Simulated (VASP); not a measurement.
Here is a VASP 6.6.1 calculation.

Contents of INCAR:

```
SYSTEM = ZnSe
ALGO     = Normal         ! electronic algorithm
EDIFF    = 1E-6           ! SCF threshold, eV
ENCUT    = 520            ! plane-wave cutoff, eV
GGA      = PE             ! functional
ISIF     = 2              ! what is computed and relaxed
ISMEAR   = -1             ! smearing method
LASPH    = .True.         ! aspherical terms in the spheres
LCHARG   = .False.        ! write CHGCAR
LREAL    = .False.        ! projectors in reciprocal space
LWAVE    = .False.        ! write WAVECAR
NBANDS   = 26             ! bands
NELM     = 60             ! most SCF steps
PREC     = Accurate       ! precision mode
SIGMA    = 0.05           ! smearing width, eV
```

KPOINTS

```
k-points
0
Gamma
  5 5 4
  0 0 0
```

The input POSCAR:

```
ZnSe
1.0
    4.1077020000      0.0000000000      0.0000000000
    0.0000000000      4.1077020000      0.0000000000
    0.0000000000      0.0000000000      6.0703500000
Se Zn
2 2
Direct
    0.5000000000      0.0000000000      0.7537200000
    0.0000000000      0.5000000000      0.2462800000
    0.5000000000      0.5000000000      0.0000000000
    0.0000000000      0.0000000000      0.0000000000
```

Potentials or basis: VASP PAW PBE potentials, release 64 (Se, Zn).

The run is started by

```sh
$ cat potpaw_PBE.64/Se/POTCAR potpaw_PBE.64/Zn/POTCAR > POTCAR
$ mpirun -np 1 vasp_std > vasp.out
```

(1) Estimate the largest force.

(2) Predict the band gap on the k mesh.

(3) Predict the pressure.

Answers

(1) 0.052 eV/Å.

(2) 1.94 eV.

(3) 0.0 GPa.

Caveat: an odd mesh through Γ misses points on the zone boundary, where band edges can lie.
